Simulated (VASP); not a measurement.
Here is a VASP 6.6.1 calculation.

The input INCAR:

```
PREC = Accurate
ENCUT = 520
EDIFF = 1E-6
ISMEAR = 0
SIGMA = 0.01
LREAL = F
LASPH = T
NELM = 80
ALGO = Normal
ISIF = 2
LWAVE = F
LCHARG = T
GGA = PS
LELF = T
LVHAR = T
NBANDS = 16
```

File KPOINTS:

```
regular mesh
0
Gamma
  5 5 5
```

POSCAR

```
CdS
1.0
    0.0000000000      2.7004361443      2.7004361443
    2.7004361443      0.0000000000      2.7004361443
    2.7004361443      2.7004361443      0.0000000000
Cd S
1 1
Direct
    0.0000000000      0.0000000000      0.0000000000
    0.5000000000      0.5000000000      0.5000000000
```

Potentials or basis: VASP PAW PBE potentials, release 64 (Cd, S).

Launch:

```sh
$ cat potpaw_PBE.64/Cd/POTCAR potpaw_PBE.64/S/POTCAR > POTCAR
$ mpirun -np 1 vasp_std > vasp.out
```

**Question.** Estimate the pressure.

**Answer.** 0.5 GPa.

**Question.** What does it give for the band gap on the k mesh?

**Answer.** 0.63 eV, indirect (least direct gap 1.79 eV).

Caveat: the PAW data sets were made with another functional, which shifts forces and pressure a little. PBEsol gaps usually lie below the measured ones, often by a third to a half.
